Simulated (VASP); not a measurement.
# ZnGeP2 (I-42d) in VASP: relaxation of cell and atoms with r2SCAN

Aim: the relaxation of cell and atoms of ZnGeP2 with r2SCAN.

All numbers are computed with VASP 6.6.1; they aren't measurements. Logs are shortened: lines on timing, memory, paths and dates and some standing lists are left out, and cuts for length are marked.

## (1) The cell of the first run

Symmetry: I-42d, No. 122, tetragonal system. The conventional cell has a = 5.500 Å, b = 5.500 Å, c = 10.843 Å, α = 90.00°, β = 90.00°, γ = 90.00°. Within 3.1 Å of Zn (site symmetry -4) lie 4 P at 2.38 Å. Within 3.1 Å of Ge (site symmetry -4) lie 4 P at 2.36 Å. Within 3.1 Å of P (site symmetry 2) lie 2 Ge at 2.36 Å and 2 Zn at 2.38 Å.

## (2) Relaxation of cell and atoms, r2SCAN

The input, POSCAR:

```
ZnGeP2
1.0
   -2.7499553847      2.7499553847      5.4216678550
    2.7499553847     -2.7499553847      5.4216678550
    2.7499553847      2.7499553847     -5.4216678550
Zn Ge P
2 2 4
Direct
    0.7500000000      0.2500000000      0.5000000000
    0.0000000000      0.0000000000      0.0000000000
    0.2500000000      0.7500000000      0.5000000000
    0.5000000000      0.5000000000      0.0000000000
    0.1283570628      0.6250000000      0.0033570628
    0.8750000000      0.8716429372      0.4966429372
    0.3750000000      0.3783570628      0.5033570628
    0.6216429372      0.1250000000      0.9966429372
```

The input, INCAR.step1:

```
SYSTEM = ZnGeP2
  PREC = Accurate
  ENCUT = 550
  ISMEAR = -1
  SIGMA = 0.02
  LREAL = .FALSE.
  LASPH = .TRUE.
  NELM = 120
  GGA = PE
  ALGO = Normal
  EDIFF = 1E-5
  LWAVE = .TRUE.
  LCHARG = .FALSE.
  GGA_COMPAT = .FALSE.
  IBRION = 2
  ISIF = 3
  EDIFFG = -0.005
  NELMIN = 4
  NSW = 100
  KPAR = 4
```

The input, INCAR.step2:

```
SYSTEM = ZnGeP2
  PREC = Accurate
  ENCUT = 550
  EDIFF = 1E-7
  ISMEAR = -1
  SIGMA = 0.02
  LREAL = .FALSE.
  LASPH = .TRUE.
  NELM = 120
  ALGO = Normal
  ISIF = 3
  LWAVE = .FALSE.
  LCHARG = .FALSE.
  METAGGA = R2SCAN
  LMIXTAU = .TRUE.
  IBRION = 2
  NSW = 80
  EDIFFG = -0.005
  ISTART = 1
  GGA_COMPAT = .FALSE.
  NELMIN = 4
  KPAR = 4
```

The input, KPOINTS:

```
regular mesh
0
G
  6 6 6
  0 0 0
```

Potentials or basis: VASP PAW PBE potentials, release 64 (Zn, Ge_d, P).

Started as:

```console
> cat potpaw_PBE.64/Zn/POTCAR potpaw_PBE.64/Ge_d/POTCAR potpaw_PBE.64/P/POTCAR > POTCAR
> cp INCAR.step1 INCAR
> mpirun -np 4 vasp_std > vasp.out
> cp INCAR.step2 INCAR
> mpirun -np 4 vasp_std > vasp.out
```

OUTCAR:

```text
SYSTEM = ZnGeP2
   PREC = Accurate
   ENCUT = 550
   EDIFF = 1E-7
   ISMEAR = -1
   LREAL = .FALSE.
   LASPH = .TRUE.
   NELM = 120
   ISIF = 3
   METAGGA = R2SCAN
   IBRION = 2
   NSW = 80
   EDIFFG = -0.005
   ISTART = 1
   NELMIN = 4

 ion  position               nearest neighbor table
   1  0.750  0.250  0.500-   6 2.38   7 2.38   8 2.38   5 2.38
   2  0.000  0.000  0.000-   5 2.38   8 2.38   6 2.38   7 2.38
   3  0.250  0.750  0.500-   5 2.36   6 2.36   7 2.36   8 2.36
   4  0.500  0.500  0.000-   5 2.36   6 2.36   7 2.36   8 2.36
   5  0.128  0.625  0.003-   3 2.36   4 2.36   2 2.38   1 2.38
   6  0.875  0.872  0.497-   3 2.36   4 2.36   2 2.38   1 2.38
   7  0.375  0.378  0.503-   3 2.36   4 2.36   1 2.38   2 2.38
   8  0.622  0.125  0.997-   3 2.36   4 2.36   1 2.38   2 2.38

  LATTYP: Found a body centered tetragonal cell.
 ALAT       =     5.4999107694
 C/A-ratio  =     1.9715475695

  Lattice vectors:

 A1 = (  -2.7499553847,   2.7499553847,   5.4216678550)
 A2 = (   2.7499553847,  -2.7499553847,   5.4216678550)
 A3 = (   2.7499553847,   2.7499553847,  -5.4216678550)

Analysis of symmetry for initial positions (statically):
=====================================================================
 Subroutine PRICEL returns:
 Original cell was already a primitive cell.

 Routine SETGRP: Setting up the symmetry group for a
 body centered tetragonal supercell.

 Subroutine GETGRP returns: Found  8 space group operations
 (whereof  4 operations were pure point group operations)
 out of a pool of 16 trial point group operations.

The static configuration has the point symmetry S_4 .
 The point group associated with its full space group is D_2d.

Analysis of symmetry for dynamics (positions and initial velocities):
=====================================================================
 Subroutine PRICEL returns:
 Original cell was already a primitive cell.

 Routine SETGRP: Setting up the symmetry group for a
 body centered tetragonal supercell.

 Subroutine GETGRP returns: Found  8 space group operations
 (whereof  4 operations were pure point group operations)
 out of a pool of 16 trial point group operations.

The dynamic configuration has the point symmetry S_4 .
 The point group associated with its full space group is D_2d.

 Subroutine INISYM returns: Found  8 space group operations
 (whereof  4 operations are pure point group operations),
 and found     1 'primitive' translations

----------------------------------------------------------------------------------------

                                     Primitive cell

  volume of cell :     164.0001

  direct lattice vectors                    reciprocal lattice vectors
    -2.749955385  2.749955385  5.421667855     0.000000000  0.181821132  0.092222544
     2.749955385 -2.749955385  5.421667855     0.181821132  0.000000000  0.092222544
     2.749955385  2.749955385 -5.421667855     0.181821132  0.181821132  0.000000000

  length of vectors
     6.672255358  6.672255358  6.672255358     0.203872317  0.203872317  0.257133910

  position of ions in fractional coordinates (direct lattice)
     0.750000000  0.250000000  0.500000000
     0.000000000  0.000000000  0.000000000
     0.250000000  0.750000000  0.500000000
     0.500000000  0.500000000  0.000000000
     0.128357063  0.625000000  0.003357063
     0.875000000  0.871642937  0.496642937
     0.375000000  0.378357063  0.503357063
     0.621642937  0.125000000  0.996642937

  ion indices of the primitive-cell ions
   primitive index   ion index
                 1           1
                 2           2
                 3           3
                 4           4
                 5           5
                 6           6
                 7           7
                 8           8

----------------------------------------------------------------------------------------

 KPOINTS: regular mesh

Automatic generation of k-mesh.
 Grid dimensions read from file:
 generate k-points for:    6    6    6

 Generating k-lattice:

  Cartesian coordinates                     Fractional coordinates (reciprocal lattice)
     0.000000000  0.030303522  0.015370424     0.166666667 -0.000000000  0.000000000
     0.030303522  0.000000000  0.015370424    -0.000000000  0.166666667  0.000000000
     0.030303522  0.030303522  0.000000000     0.000000000  0.000000000  0.166666667

  Length of vectors
     0.033978719  0.033978719  0.042855652

  Shift w.r.t. Gamma in fractional coordinates (k-lattice)
     0.000000000  0.000000000  0.000000000

 Subroutine IBZKPT returns following result:
 ===========================================

 Found     30 irreducible k-points:

 Following reciprocal coordinates:
            Coordinates               Weight
  0.000000  0.000000  0.000000      1.000000
  0.166667 -0.000000  0.000000      8.000000
  0.333333  0.000000  0.000000      8.000000
  0.500000 -0.000000  0.000000      4.000000
  0.166667  0.166667  0.000000      8.000000
  0.333333  0.166667  0.000000     16.000000
[... 16 lines left out ...]
 -0.333333 -0.333333  0.166667      8.000000
 -0.166667 -0.333333  0.166667      8.000000
 [... further k-points ...]
   k-points           NKPTS =     30   k-points in BZ     NKDIM =     30   number of bands    NBANDS=     43
   number of dos      NEDOS =    301   number of ions     NIONS =      8
   total plane-waves  NPLWV = 157464
   dimension x,y,z NGX =    54 NGY =   54 NGZ =   54
   dimension x,y,z NGXF=   108 NGYF=  108 NGZF=  108
   ions per type =               2   2   4
   NGX,Y,Z   is equivalent  to a cutoff of  13.45, 13.45, 13.45 a.u.
   NGXF,Y,Z  is equivalent  to a cutoff of  26.91, 26.91, 26.91 a.u.
 SYSTEM =  ZnGeP2
   PREC   = accura    normal or accurate (medium, high low for compatibility)
   ISTART =      1    job   : 0-new  1-cont  2-samecut
   ICHARG =      0    charge: 1-file 2-atom 10-const
   ISPIN  =      1    spin polarized calculation?
   LNONCOLLINEAR =      F non collinear calculations
   LSORBIT =      F    spin-orbit coupling
   LASPH  =      T    aspherical Exc in radial PAW
   ENCUT  =  550.0 eV  40.42 Ry    6.36 a.u.  12.76 12.76 12.76*2*pi/ulx,y,z
   NELM   =    120;   NELMIN=  4; NELMDL=  0     # of ELM steps
   EDIFF  = 0.1E-06   stopping-criterion for ELM
   LREAL  =      F    real-space projection
   EDIFFG = -.5E-02   stopping-criterion for IOM
   NSW    =     80    number of steps for IOM
   IBRION =      2    ionic relax: 0-MD 1-quasi-New 2-CG
   NFREE  =      1    steps in history (QN), initial steepest desc. (CG)
   ISIF   =      3    stress and relaxation
   ISYM   =      2    0-nonsym 1-usesym 2-fastsym
   POTIM  = 0.5000    time-step for ionic-motion
   TEBEG  =    0.0;   TEEND  =   0.0 temperature during run
   PSTRESS=    0.0 pullay stress
   NELECT =      72.0000    total number of electrons
   NUPDOWN=      -1.0000    fix difference up-down
   EMIN   =  10.00;   EMAX   =-10.00  energy-range for DOS
   EFERMI =   0.00;   METHOD = LEGACY
   ISMEAR =    -1;   SIGMA  =   0.02  broadening in eV -4-tet -1-fermi 0-gaus
   EFERMI_NEDOS =   21; number of points for ismear=-14 and -15
   IALGO  =     38    algorithm
   IMIX   =      4    mixing-type and parameters
     AMIX     =   0.40;   BMIX     =  1.00
     AMIX_MAG =   1.60;   BMIX_MAG =  1.00
  volume/ion in A,a.u.               =      20.50       138.34
  Fermi-wavevector in a.u.,A,eV,Ry     =   1.244240  2.351273 21.063641  1.548134
  Thomas-Fermi vector in A             =   2.378516
   LORBIT       =      0    0 simple, 1 ext, 2 COOP (PROOUT), +10 PAW based schemes
   METAGGA = R2SCAN    functional components
   LHFCALC =     F    Hartree Fock is set to
   AEXX    =    0.0000 exact exchange contribution
   IVDW    =     0    specifies the selected vdW correction
   LEPSILON=     F    determine dielectric tensor
   LRPA    =     F    only Hartree local field effects (RPA)
 conjugate gradient relaxation of ions
 non-spin polarized calculation
  energy-cutoff  :      550.00
  volume of cell :      164.00
 maximum number of plane-waves:      4837
 NGX is ok and might be reduce to    54
   NGX = 25   NGY = 25   NGZ = 25

--------------------------------------- Ionic step        1  -------------------------------------------

 number of electron      71.9999982 magnetization

 Free energy of the ion-electron system (eV)
  ---------------------------------------------------
  ext. energy  EPLUGINS =         0.00000000
  ---------------------------------------------------
  free energy    TOTEN  =       -83.72448059 eV

  energy without entropy =      -83.72448059  energy(sigma->0) =      -83.72448059

------------------------ aborting loop because EDIFF is reached ----------------------------------------

  FORCE on cell =-STRESS in cart. coord.  units (eV):
  Direction    XX          YY          ZZ          XY          YZ          ZX
  --------------------------------------------------------------------------------------
  -------------------------------------------------------------------------------------
  Total       -2.5517145     -2.5517145     -2.5459758      0.0000000     -0.0000000      0.0000000
  in kB      -24.9286332    -24.9286332    -24.8725702      0.0000000     -0.0000000      0.0000000
  external PRESSURE =     -24.9099456 kB  Pullay stress =       0.0000000 kB
[... 27 lines left out ...]
  energy  without entropy=      -83.7244805871  energy(sigma->0) =      -83.72448059

--------------------------------------- Ionic step        2  -------------------------------------------

 number of electron      72.0000027 magnetization

 E-fermi :   4.7901     XC(G=0): -10.6331

 val. band max:        4.3694926185   @ k =   0.0000   0.0000   0.0000
 cond. band min:       5.8705332825   @ k =   0.5000   0.5000   0.5000
 fundamental gap:      1.5010406640
 Fermi energy:         4.7900909348

 k-point     1 :       0.0000    0.0000    0.0000
  band No.  band energies     occupation
      1     -21.2180      2.00000
      2     -21.2166      2.00000
      3     -21.2166      2.00000
      4     -21.2107      2.00000
      5     -21.2038      2.00000
      6     -21.2038      2.00000
[... 1260 lines left out ...]
  energy  without entropy=      -83.7667507100  energy(sigma->0) =      -83.76675071

--------------------------------------- Ionic step        6  -------------------------------------------

 number of electron      72.0000015 magnetization

 Free energy of the ion-electron system (eV)
  ---------------------------------------------------
  ext. energy  EPLUGINS =         0.00000000
  ---------------------------------------------------
  free energy    TOTEN  =       -83.76674643 eV

  energy without entropy =      -83.76674643  energy(sigma->0) =      -83.76674643

 E-fermi :   4.6076     XC(G=0): -10.5553

 val. band max:        4.2121075021   @ k =   0.0000   0.0000   0.0000
 cond. band min:       5.7186065813   @ k =   0.5000   0.5000   0.5000
 fundamental gap:      1.5064990792
 Fermi energy:         4.6075584953

 k-point     1 :       0.0000    0.0000    0.0000
  band No.  band energies     occupation
      1     -21.3575      2.00000
      2     -21.3560      2.00000
      3     -21.3560      2.00000
      4     -21.3506      2.00000
      5     -21.3439      2.00000
      6     -21.3439      2.00000
[... 1130 lines left out ...]
  FREE ENERGIE OF THE ION-ELECTRON SYSTEM (eV)
  ---------------------------------------------------
  free  energy   TOTEN  =       -83.7667464331 eV

  energy  without entropy=      -83.7667464331  energy(sigma->0) =      -83.76674643

 reached required accuracy - stopping structural energy minimisation
```

Wall time 22 min (4 MPI ranks of Intel Xeon 6975P-C (Granite Rapids), shared host); peak memory 0.61 GiB.

Results:

| Quantity | Value |
| --- | --- |
| Free energy | -83.7667 eV |
| Relaxed volume | 19.88 Å³/atom |
| Relaxed cell | a = 6.603 Å, b = 6.603 Å, c = 6.603 Å, α = 131.30°, β = 131.30°, γ = 71.33° |
| Space group after relaxing (to 0.05 Å) | I-42d (No. 122) |
| Energy gained by relaxing | 5.3 meV/atom |
| Ionic steps | 6 |
| Pressure after relaxing | 0.0 GPa |
| Band gap on the k mesh | 1.51 eV, indirect (least direct gap 1.64 eV) |

The path:
| step | energy change (eV) | largest force (eV/Å) | pressure (GPa) | volume (Å³) |
| --- | --- | --- | --- | --- |
| 1 | 0.0000 | 0.1128 | -2.49 | 164.00 |
| 2 | -0.0323 | 0.0288 | 1.39 | 156.55 |
| 3 | -0.0422 | 0.0197 | 0.05 | 158.89 |
| 4 | -0.0422 | 0.0217 | 0.00 | 158.99 |
| 5 | -0.0423 | 0.0108 | -0.01 | 159.01 |
| 6 | -0.0423 | 0.0003 | -0.02 | 159.03 |

Final structure:
```yaml
crystal:
  lattice:
    - [-2.72232, 2.72232, 5.36476]
    - [2.72232, -2.72232, 5.36476]
    - [2.72232, 2.72232, -5.36476]
  atoms:
    - { symbol: Zn, position: [0.75000, 0.25000, 0.50000] }
    - { symbol: Zn, position: [0.00000, 0.00000, 0.00000] }
    - { symbol: Ge, position: [0.25000, 0.75000, 0.50000] }
    - { symbol: Ge, position: [0.50000, 0.50000, 0.00000] }
    - { symbol: P, position: [0.12937, 0.62500, 0.00437] }
    - { symbol: P, position: [0.87500, 0.87063, 0.49563] }
    - { symbol: P, position: [0.37500, 0.37937, 0.50437] }
    - { symbol: P, position: [0.62063, 0.12500, 0.99563] }
```

Caveat: the PAW data sets were made with another functional, which shifts forces and pressure a little.
